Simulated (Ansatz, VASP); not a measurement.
## CoSi2: VASP beside Ansatz

File INCAR:

```
PREC = Accurate
ENCUT = 520
EDIFF = 1E-6
ISMEAR = 0
SIGMA = 0.15
LREAL = F
LASPH = T
NELM = 60
ALGO = Normal
ISIF = 2
LWAVE = F
LCHARG = F
GGA = PS
NBANDS = 26
```

The input KPOINTS:

```
Automatic mesh
0
Gamma
  10 10 6
```

POSCAR

```
CoSi2
1.0
    0.0000000000     -2.6562539695     -2.6562539695
    0.0000000000      2.6562539695     -2.6562539695
    5.3125079389      0.0000000000      0.0000000000
Co Si
2 4
Direct
    0.4913015242      0.4915607393      0.4955654374
    0.0058374833      0.0020783856     -0.0017241524
    0.0082930713      0.4992890767      0.7501332152
    0.4976740621     -0.0026324490      0.2563274043
    0.0000308787      0.5073928595      0.2491518731
    0.4968629804      0.0023113879      0.7505462224
```

Input for Ansatz:

```yaml
crystal:
  lattice:
    - [0.0, -2.6562539695, -2.6562539695]
    - [0.0, 2.6562539695, -2.6562539695]
    - [5.3125079389, 0.0, 0.0]
  atoms:
    - { symbol: Co, position: [0.4913015242, 0.4915607393, 0.4955654374] }
    - { symbol: Co, position: [0.0058374833, 0.0020783856, -0.0017241524] }
    - { symbol: Si, position: [0.0082930713, 0.4992890767, 0.7501332152] }
    - { symbol: Si, position: [0.4976740621, -0.002632449, 0.2563274043] }
    - { symbol: Si, position: [3.08787e-05, 0.5073928595, 0.2491518731] }
    - { symbol: Si, position: [0.4968629804, 0.0023113879, 0.7505462224] }
basis:
  ecutwfc: 420
kpoints:
  mp_grid: { grid: [10, 10, 6] }
hamiltonian:
  xc: pbesol
scf:
  occupations: { method: gaussian, width: 0.15 }
output:
  forces: true
  stress: true
  eigenvalues: true
```

Change from the starting cell: all atoms moved at random, sigma 0.02 Å a component.

Alike in both runs: task single point; functional PBEsol; k mesh 10 × 10 × 6; occupations gaussian, width 0.15 eV; no spin polarisation.

|  | VASP | Ansatz |
| --- | --- | --- |
| version | VASP 6.6.1 | Ansatz 0.2.0 |
| potentials or method | VASP PAW PBE potentials, release 64 (Co, Si), cutoff 520 eV | scalar-relativistic, plane waves, PAW |
| valence electrons in the cell | 34 | 50 |

```csv
,VASP,Ansatz,Ansatz less VASP
gap on the k mesh at the Fermi level (eV),none,none,-
pressure (GPa),0.4,0.3,-0.09
"traceless stress, the component that is largest in VASP (GPa)",1.10,1.09,-0.008
rms of the force components (eV/Å),0.303,0.299,-0.0039
```

VASP's potentials were made for PBE, not for PBEsol. Atom by atom the forces differ by 0.004 eV/Å (rms over components). A gap of «none» marks a metal or a gap that the smearing closes. VASP's potentials hold 34 valence electrons a cell and Ansatz's 50, so a difference there can come from the potentials and not from the codes.
